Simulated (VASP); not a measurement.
Input of a VASP 6.6.1 run:

Contents of INCAR:

```
SYSTEM = W
  PREC = Accurate
  ENCUT = 520
  EDIFF = 1E-6
  ISMEAR = 1
  SIGMA = 0.1
  LREAL = .False.
  LASPH = .True.
  NELM = 100
  ALGO = Normal
  ISIF = 2
  LWAVE = .False.
  LCHARG = .False.
  GGA = PE
  NBANDS = 13
```

The input KPOINTS:

```
Automatic mesh
0
Gamma
  9 9 9
  0 0 0
```

Contents of POSCAR:

```
W
1.0
    2.6396560286      0.0000000000      0.0000000000
    0.0000000000      2.6396560286      0.0000000000
    0.0000000000      0.0000000000      2.6396560286
W
1
Direct
    0.0000000000      0.0000000000      0.0000000000
```

Potentials or basis: VASP PAW PBE potentials, release 64 (W_sv).

Launch:

```bash
$ cat potpaw_PBE.64/W_sv/POTCAR > POTCAR
$ mpirun -np 1 vasp_std > vasp.out
```

Problem. Estimate the pressure.

Solution. 0.7 GPa.

Problem. Estimate the band gap on the k mesh.

Solution. Zero (band 7 reaches 11.05 eV, above the bottom of band 8 at 8.82 eV).

Caveat: spin-orbit coupling is left out, which moves the levels of the heavy elements.
